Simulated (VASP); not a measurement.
# SiO2 (P6_422) in VASP: a series of runs

The runs below take SiO2 through single point, with LDA.

All numbers are computed with VASP 6.6.1; they aren't measurements. Logs are shortened: lines on timing, memory, paths and dates and some standing lists are left out, and cuts for length are marked.

## (1) The cell of the first run

The structure is hexagonal, space group P6_422 (No. 181). The conventional cell has a = 4.963 Å, b = 4.963 Å, c = 5.359 Å, α = 90.00°, β = 90.00°, γ = 120.00°. Within 2.1 Å of Si (site symmetry 222) lie 4 O at 1.57 Å. Within 2.1 Å of O (site symmetry 2) lie 2 Si at 1.57 Å.

## (2) Single point, LDA (strain -0.015 along x and y, -0.030 along z)

INCAR

```
SYSTEM = SiO2
  PREC = Accurate
  ENCUT = 520
  EDIFF = 1E-6
  ISMEAR = 0
  SIGMA = 0.05
  LREAL = .False.
  LASPH = .True.
  NELM = 80
  ALGO = Normal
  ISIF = 2
  LWAVE = .False.
  LCHARG = .True.
  LELF = .True.
  LVHAR = .True.
  NBANDS = 34
```

KPOINTS

```
regular mesh
0
Gamma
  6 6 4
  0 0 0
```

POSCAR

```
SiO2
1.0
    4.9631179144      0.0000000000      0.0000000000
   -2.4815589572      4.2981861959      0.0000000000
    0.0000000000      0.0000000000      5.3591093439
Si O
3 6
Direct
    0.0000000000      0.5000000000      0.3333333333
    0.5000000000      0.5000000000      0.6666666667
    0.5000000000      0.0000000000      0.0000000000
    0.5843949021      0.7921974511      0.8333333333
    0.7921974511      0.5843949021      0.5000000000
    0.7921974511      0.2078025489      0.1666666667
    0.4156050979      0.2078025489      0.8333333333
    0.2078025489      0.4156050979      0.5000000000
    0.2078025489      0.7921974511      0.1666666667
```

Potentials or basis: VASP PAW LDA potentials, release 64 (Si, O).

The run is started by

```sh
cat potpaw_LDA.64/Si/POTCAR potpaw_LDA.64/O/POTCAR > POTCAR
mpirun -np 1 vasp_std > vasp.out
```

OUTCAR:

```text
SYSTEM = SiO2
   PREC = Accurate
   ENCUT = 520
   EDIFF = 1E-6
   ISMEAR = 0
   LREAL = .False.
   LASPH = .True.
   NELM = 80
   ISIF = 2

 ion  position               nearest neighbor table
   1  0.000  0.500  0.333-   5 1.57   8 1.57   6 1.57   9 1.57   3 3.06   3 3.06   2 3.06   2 3.06

   2  0.500  0.500  0.667-   4 1.57   7 1.57   5 1.57   8 1.57   3 3.06   3 3.06   1 3.06   1 3.06

   3  0.500  0.000  0.000-   4 1.57   7 1.57   6 1.57   9 1.57   1 3.06   2 3.06   2 3.06   1 3.06

   4  0.584  0.792  0.833-   3 1.57   2 1.57
   5  0.792  0.584  0.500-   1 1.57   2 1.57
   6  0.792  0.208  0.167-   1 1.57   3 1.57
   7  0.416  0.208  0.833-   3 1.57   2 1.57
   8  0.208  0.416  0.500-   1 1.57   2 1.57
   9  0.208  0.792  0.167-   1 1.57   3 1.57

  LATTYP: Found a hexagonal cell.
 ALAT       =     4.9631179144
 C/A-ratio  =     1.0797868268

  Lattice vectors:

 A1 = (   4.9631179144,   0.0000000000,   0.0000000000)
 A2 = (  -2.4815589572,   4.2981861959,   0.0000000000)
 A3 = (   0.0000000000,   0.0000000000,   5.3591093439)

Analysis of symmetry for initial positions (statically):
=====================================================================
 Subroutine PRICEL returns:
 Original cell was already a primitive cell.

 Routine SETGRP: Setting up the symmetry group for a
 hexagonal supercell.

 Subroutine GETGRP returns: Found 12 space group operations
 (whereof  4 operations were pure point group operations)
 out of a pool of 24 trial point group operations.

The static configuration has the point symmetry D_2 .
 The point group associated with its full space group is D_6 .

Analysis of symmetry for dynamics (positions and initial velocities):
=====================================================================
 Subroutine PRICEL returns:
 Original cell was already a primitive cell.

 Routine SETGRP: Setting up the symmetry group for a
 hexagonal supercell.

 Subroutine GETGRP returns: Found 12 space group operations
 (whereof  4 operations were pure point group operations)
 out of a pool of 24 trial point group operations.

The dynamic configuration has the point symmetry D_2 .
 The point group associated with its full space group is D_6 .

 Subroutine INISYM returns: Found 12 space group operations
 (whereof  4 operations are pure point group operations),
 and found     1 'primitive' translations

----------------------------------------------------------------------------------------

                                     Primitive cell

  volume of cell :     114.3227

  direct lattice vectors                    reciprocal lattice vectors
     4.963117914  0.000000000  0.000000000     0.201486247  0.116328139  0.000000000
    -2.481558957  4.298186196  0.000000000     0.000000000  0.232656277  0.000000000
     0.000000000  0.000000000  5.359109344     0.000000000  0.000000000  0.186598171

  length of vectors
     4.963117914  4.963117914  5.359109344     0.232656277  0.232656277  0.186598171

  position of ions in fractional coordinates (direct lattice)
     0.000000000  0.500000000  0.333333333
     0.500000000  0.500000000  0.666666667
     0.500000000  0.000000000  0.000000000
     0.584394902  0.792197451  0.833333333
     0.792197451  0.584394902  0.500000000
     0.792197451  0.207802549  0.166666667
     0.415605098  0.207802549  0.833333333
     0.207802549  0.415605098  0.500000000
     0.207802549  0.792197451  0.166666667

  ion indices of the primitive-cell ions
   primitive index   ion index
                 1           1
                 2           2
                 3           3
                 4           4
                 5           5
                 6           6
                 7           7
                 8           8
                 9           9

----------------------------------------------------------------------------------------

 KPOINTS: regular mesh

Automatic generation of k-mesh.
 Grid dimensions read from file:
 generate k-points for:    6    6    4

 Generating k-lattice:

  Cartesian coordinates                     Fractional coordinates (reciprocal lattice)
     0.033581041  0.019388023  0.000000000     0.166666667  0.000000000  0.000000000
     0.000000000  0.038776046  0.000000000     0.000000000  0.166666667  0.000000000
     0.000000000  0.000000000  0.046649543     0.000000000  0.000000000  0.250000000

  Length of vectors
     0.038776046  0.038776046  0.046649543

  Shift w.r.t. Gamma in fractional coordinates (k-lattice)
     0.000000000  0.000000000  0.000000000

 Subroutine IBZKPT returns following result:
 ===========================================

 Found     21 irreducible k-points:

 Following reciprocal coordinates:
            Coordinates               Weight
  0.000000  0.000000  0.000000      1.000000
  0.166667  0.000000  0.000000      6.000000
  0.333333  0.000000  0.000000      6.000000
  0.500000  0.000000  0.000000      3.000000
  0.166667  0.166667  0.000000      6.000000
  0.333333  0.166667  0.000000     12.000000
[... 13 lines left out ...]
  0.333333  0.166667  0.500000     12.000000
  0.333333  0.333333  0.500000      2.000000
   k-points           NKPTS =     21   k-points in BZ     NKDIM =     21   number of bands    NBANDS=     34
   number of dos      NEDOS =    301   number of ions     NIONS =      9
   total plane-waves  NPLWV =  64000
   dimension x,y,z NGX =    40 NGY =   40 NGZ =   40
   dimension x,y,z NGXF=    80 NGYF=   80 NGZF=   80
   ions per type =               3   6
   NGX,Y,Z   is equivalent  to a cutoff of  13.40, 13.40, 12.41 a.u.
   NGXF,Y,Z  is equivalent  to a cutoff of  26.80, 26.80, 24.82 a.u.
 SYSTEM =  SiO2
   PREC   = accura    normal or accurate (medium, high low for compatibility)
   ISTART =      0    job   : 0-new  1-cont  2-samecut
   ICHARG =      2    charge: 1-file 2-atom 10-const
   ISPIN  =      1    spin polarized calculation?
   LNONCOLLINEAR =      F non collinear calculations
   LSORBIT =      F    spin-orbit coupling
   LASPH  =      T    aspherical Exc in radial PAW
   ENCUT  =  520.0 eV  38.22 Ry    6.18 a.u.   9.23  9.23  9.96*2*pi/ulx,y,z
   NELM   =     80;   NELMIN=  2; NELMDL= -5     # of ELM steps
   EDIFF  = 0.1E-05   stopping-criterion for ELM
   LREAL  =      F    real-space projection
   EDIFFG = 0.1E-04   stopping-criterion for IOM
   NSW    =      0    number of steps for IOM
   IBRION =     -1    ionic relax: 0-MD 1-quasi-New 2-CG
   NFREE  =      0    steps in history (QN), initial steepest desc. (CG)
   ISIF   =      2    stress and relaxation
   ISYM   =      2    0-nonsym 1-usesym 2-fastsym
   POTIM  = 0.5000    time-step for ionic-motion
   TEBEG  =    0.0;   TEEND  =   0.0 temperature during run
   PSTRESS=    0.0 pullay stress
   NELECT =      48.0000    total number of electrons
   NUPDOWN=      -1.0000    fix difference up-down
   EMIN   =  10.00;   EMAX   =-10.00  energy-range for DOS
   EFERMI =   0.00;   METHOD = LEGACY
   ISMEAR =     0;   SIGMA  =   0.05  broadening in eV -4-tet -1-fermi 0-gaus
   EFERMI_NEDOS =   21; number of points for ismear=-14 and -15
   IALGO  =     38    algorithm
   IMIX   =      4    mixing-type and parameters
     AMIX     =   0.40;   BMIX     =  1.00
     AMIX_MAG =   1.60;   BMIX_MAG =  1.00
  volume/ion in A,a.u.               =      12.70        85.72
  Fermi-wavevector in a.u.,A,eV,Ry     =   1.225870  2.316558 20.446255  1.502757
  Thomas-Fermi vector in A             =   2.360892
   LORBIT       =      0    0 simple, 1 ext, 2 COOP (PROOUT), +10 PAW based schemes
   GGA     = CA    functional components
   LHFCALC =     F    Hartree Fock is set to
   AEXX    =    0.0000 exact exchange contribution
   IVDW    =     0    specifies the selected vdW correction
   LEPSILON=     F    determine dielectric tensor
   LRPA    =     F    only Hartree local field effects (RPA)
 non-spin polarized calculation
 Gauss-broadening in eV      SIGMA  =   0.05
  energy-cutoff  :      520.00
  volume of cell :      114.32
 maximum number of plane-waves:      3096
 NGX is ok and might be reduce to    40
   NGX = 19   NGY = 19   NGZ = 19

 number of electron      47.9999997 magnetization

 Free energy of the ion-electron system (eV)
  ---------------------------------------------------
  ext. energy  EPLUGINS =         0.00000000
  ---------------------------------------------------
  free energy    TOTEN  =       -77.49290550 eV

  energy without entropy =      -77.49290550  energy(sigma->0) =      -77.49290550

 E-fermi :   1.0829     XC(G=0):  -9.6207

 val. band max:        0.8153120950   @ k =   0.5000   0.0000   0.0000
 cond. band min:       6.5607770692   @ k =   0.0000   0.0000   0.0000
 fundamental gap:      5.7454649742
 Fermi energy:         1.0829351142

 k-point     1 :       0.0000    0.0000    0.0000
  band No.  band energies     occupation
      1     -18.7595      2.00000
      2     -17.0960      2.00000
      3     -17.0960      2.00000
      4     -16.4422      2.00000
      5     -16.3866      2.00000
      6     -16.3866      2.00000
[... 26 lines left out ...]
     33      14.2379      0.00000
     34      14.2498      0.00000

 k-point     2 :       0.1667    0.0000    0.0000
  band No.  band energies     occupation
      1     -18.6770      2.00000
      2     -17.2212      2.00000
      3     -17.0939      2.00000
      4     -16.4331      2.00000
      5     -16.3965      2.00000
      6     -16.3888      2.00000
[... 26 lines left out ...]
     33      14.0571      0.00000
     34      14.3411      0.00000
[... 664 lines left out ...]
     33      12.3267      0.00000
     34      12.4186      0.00000

 k-point    21 :       0.3333    0.3333    0.5000
  band No.  band energies     occupation
      1     -18.1911      2.00000
      2     -17.4729      2.00000
      3     -17.4729      2.00000
      4     -16.4481      2.00000
      5     -16.4052      2.00000
      6     -16.4052      2.00000
[... 26 lines left out ...]
     33      12.3470      0.00000
     34      12.3620      0.00000

------------------------ aborting loop because EDIFF is reached ----------------------------------------

  FORCE on cell =-STRESS in cart. coord.  units (eV):
  Direction    XX          YY          ZZ          XY          YZ          ZX
  --------------------------------------------------------------------------------------
  -------------------------------------------------------------------------------------
  Total        9.4747626      9.4747626     10.1654286      0.0000000      0.0000000      0.0000000
  in kB      132.7842254    132.7842254    142.4635751      0.0000000      0.0000000      0.0000000
  external PRESSURE =     136.0106753 kB  Pullay stress =       0.0000000 kB

 VOLUME and BASIS-vectors are now :
 -----------------------------------------------------------------------------
  energy-cutoff  :      520.00
  volume of cell :      114.32
      direct lattice vectors                 reciprocal lattice vectors
     4.963117914  0.000000000  0.000000000     0.201486247  0.116328139  0.000000000
    -2.481558957  4.298186196  0.000000000     0.000000000  0.232656277  0.000000000
     0.000000000  0.000000000  5.359109344     0.000000000  0.000000000  0.186598171

 POSITION                                       TOTAL-FORCE (eV/Angst)
 -----------------------------------------------------------------------------------
     -1.24078      2.14909      1.78637        -0.000000     -0.000000     -0.000000
      1.24078      2.14909      3.57274        -0.000000     -0.000000      0.000000
      2.48156      0.00000      0.00000        -0.000000     -0.000000      0.000000
      0.93454      3.40501      4.46592         0.453206      0.261659     -0.000000
      2.48156      2.51184      2.67955        -0.000000      0.523317      0.000000
      3.41610      0.89317      0.89318         0.453206     -0.261659      0.000000
      1.54702      0.89317      4.46592        -0.453206     -0.261659     -0.000000
     -0.00000      1.78635      2.67955        -0.000000     -0.523317      0.000000
     -0.93454      3.40501      0.89318        -0.453206      0.261659      0.000000
 -----------------------------------------------------------------------------------
    total drift:                               -0.000000     -0.000000     -0.000001

  FREE ENERGIE OF THE ION-ELECTRON SYSTEM (eV)
  ---------------------------------------------------
  free  energy   TOTEN  =       -77.4929055004 eV

  energy  without entropy=      -77.4929055004  energy(sigma->0) =      -77.49290550
```

It took 92 s on 1 thread of AMD EPYC 9R45 (Zen 5), shared host; peak memory 0.18 GiB.

Results:

```
Free energy            : -77.4929 eV
Pressure               : 13.6 GPa
Largest force          : 0.523 eV/Å
Band gap on the k mesh : 5.75 eV, indirect (least direct gap 6.00 eV)
```

Forces in eV/Å, atoms in the order of the input:
```
Si   0.000  0.000  0.000
Si   0.000  0.000  0.000
Si   0.000  0.000  0.000
O    0.453  0.262  0.000
O    0.000  0.523  0.000
O    0.453 -0.262  0.000
O   -0.453 -0.262  0.000
O    0.000 -0.523  0.000
O   -0.453  0.262  0.000
```

Caveat: the cell differs from its parent crystal (strain -0.015 along x and y, -0.030 along z).

(Continued in part 2 of 2.)
